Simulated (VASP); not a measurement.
Crystal: HgTe.

```
Hg Te
1.0
     0.00000    3.24237    3.24237
     3.24237    0.00000    3.24237
     3.24237    3.24237    0.00000
Hg Te
1 1
Direct
  0.00000 0.00000 0.00000
  0.50000 0.50000 0.50000
```

Base run:

* Program: VASP 6.6.1
* Functional: PBE
* Potentials or basis: VASP PAW PBE potentials, release 64 (Hg, Te)
* Cutoff: 500 eV
* k mesh: 7 × 7 × 7
* Occupations: fermi-dirac, width 0.05 eV
* Spin: no spin polarisation

Its results: band gap on the k mesh zero (band 9 reaches 2.67 eV, above the bottom of band 10 at 0.97 eV); pressure -4.8 GPa.

Q: The run is repeated on the same cell with these changes: functional from PBE to r2SCAN; cutoff from 500 eV to 520 eV. What comes out?

A: Band gap on the k mesh zero (band 9 reaches 2.43 eV, above the bottom of band 10 at 0.69 eV); pressure -6.0 GPa.

Caveats: spin-orbit coupling is left out, which moves the levels of the heavy elements; the PAW data sets were made with another functional, which shifts forces and pressure a little (some runs).
